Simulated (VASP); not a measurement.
F2, 2 atoms in the cell. The cell holds a molecule in a box, 2 atoms: a = 9.000 Å, b = 9.500 Å, c = 10.000 Å, α = 90.00°, β = 90.00°, γ = 90.00°. 

* Program: VASP 6.6.1
* Task: single point
* Functional: PBEsol
* Potentials or basis: VASP PAW PBE potentials, release 64 (F)
* Cutoff: 520 eV
* k mesh: 1 × 1 × 1
* Occupations: gaussian, width 0.02 eV
* Spin: no spin polarisation
* Dipole correction: no
* Further INCAR settings: ALGO = Normal; EDIFF = 1e-07; NBANDS = 14

Potentials or basis: VASP PAW PBE potentials, release 64 (F).

The run is started by

```sh
$ cat potpaw_PBE.64/F/POTCAR > POTCAR
$ mpirun -np 1 vasp_gam > vasp.out
```

Hardware: 1 thread of Intel(R) Xeon(R) Platinum 8259CL CPU @ 2.50GHz (Skylake/Cascade Lake), with other jobs on the host.

Task: Estimate the wall time of this run.

Result: Wall time 48 s on 1 thread of Intel(R) Xeon(R) Platinum 8259CL CPU @ 2.50GHz (Skylake/Cascade Lake), with other jobs on the host, peak memory 0.73 GiB. Counts: scf iterations 21, k points 1.
